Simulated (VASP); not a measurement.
# K3In3Si2Au: single point with PBE+U

The system is K3In3Si2Au.

```
K Au In Si
1.0
     7.86963    0.00000    0.00000
    -3.93481    6.81530    0.00000
     0.00000    0.00000    4.75601
K Au In Si
3 1 3 2
Direct
  0.41970 0.00000 0.50000
  0.58030 0.58030 0.50000
  0.00000 0.41970 0.50000
  0.00000 0.00000 0.50000
  0.75120 0.00000 0.00000
  0.24880 0.24880 0.00000
  0.00000 0.75120 0.00000
  0.33330 0.66670 0.00000
  0.66670 0.33330 0.00000
```

```json
{
  "Program": "VASP 6.6.1",
  "Task": "single point",
  "Functional": "PBE",
  "Potentials or basis": "VASP PAW PBE potentials, release 64 (K_sv, Au, In_d, Si)",
  "Cutoff": "520 eV",
  "k mesh": "3 × 3 × 4",
  "Occupations": "methfessel-paxton, width 0.0209 eV",
  "Spin": "no spin polarisation",
  "Hubbard terms": "Au d U = 3.0 eV",
  "Dipole correction": "no",
  "Further INCAR settings": "ALGO = Normal; EDIFF = 1e-06; NBANDS = 52"
}
```

The pressure is -0.2 GPa. The largest force is 0.162 eV/Å. The band gap on the k mesh is zero (an odd number of electrons rules out a gap without spin polarisation).

Forces in eV/Å, atoms in the order of the input:
```
K   -0.058  0.000  0.000
K    0.029  0.050  0.000
K    0.029 -0.050  0.000
Au   0.000  0.000  0.000
In  -0.162  0.000  0.000
In   0.081  0.140  0.000
In   0.081 -0.140  0.000
Si   0.001  0.000  0.000
Si  -0.001  0.001  0.000
```

Stress tensor (GPa, compression positive):
```
-1.26  0.00  0.00
 0.00 -1.26  0.00
 0.00  0.00  1.82
```

Levels at points of the mesh, in eV from the Fermi level:
```csv
k point,band 39,band 40,band 41,band 42,band 43,band 44,band 45,band 46
"(0.00, 0.00, 0.00)",-2.32,-0.22,0.19,0.35,0.90,0.90,1.66,2.32
"(0.00, 0.00, 0.50)",-1.52,-1.52,-1.18,-0.31,0.01,0.01,1.52,1.52
```

Eigenvalues of the final occupation matrices:
```
    site  spin  trace               eigenvalues
site 4 d     1   4.46  0.88 0.88 0.90 0.90 0.90
site 4 d     2   4.46  0.88 0.88 0.90 0.90 0.90
```

It took 4.9 min on 1 thread of Intel Xeon 8259CL, with other jobs on the host, peak memory 0.44 GiB.

Caveat: spin-orbit coupling is left out, which moves the levels of the heavy elements; U without spin polarisation on a metal has little footing; the U is typed as a test and isn't derived for this compound.
